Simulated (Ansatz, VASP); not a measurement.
# One calculation of Re, two programs

```
Re
1.0
     4.29655    0.00000    0.00000
    -2.14828    3.72092    0.00000
     0.00000    0.00000    2.69003
Re
3
Direct
  0.00000 0.00000 0.00000
  0.33333 0.66667 0.50000
  0.66667 0.33333 0.50000
```

Alike in both runs: task single point; functional r2SCAN; k mesh 10 × 10 × 13; occupations fermi-dirac, width 0.1 eV; no spin polarisation.

|  | VASP | Ansatz |
| --- | --- | --- |
| version | VASP 6.6.1 | Ansatz 0.2.0 |
| potentials or method | VASP PAW PBE potentials, release 64 (Re_sv_GW), cutoff 550 eV | plane waves (500 eV) with PAW, scalar-relativistic |
| valence electrons in the cell | 45 | 45 |

Ansatz gave:

| Property | Result |
| --- | --- |
| pressure (GPa) | 16.6 |
| traceless stress, the component that is largest in VASP (GPa) | -1.61 |

Task: Which values does VASP return?

Result: Pressure (GPa): 14.4; traceless stress, the component that is largest in VASP (GPa): -1.72.

VASP's potentials were made for PBE, not for r2SCAN.

Neither program's run includes spin-orbit coupling.
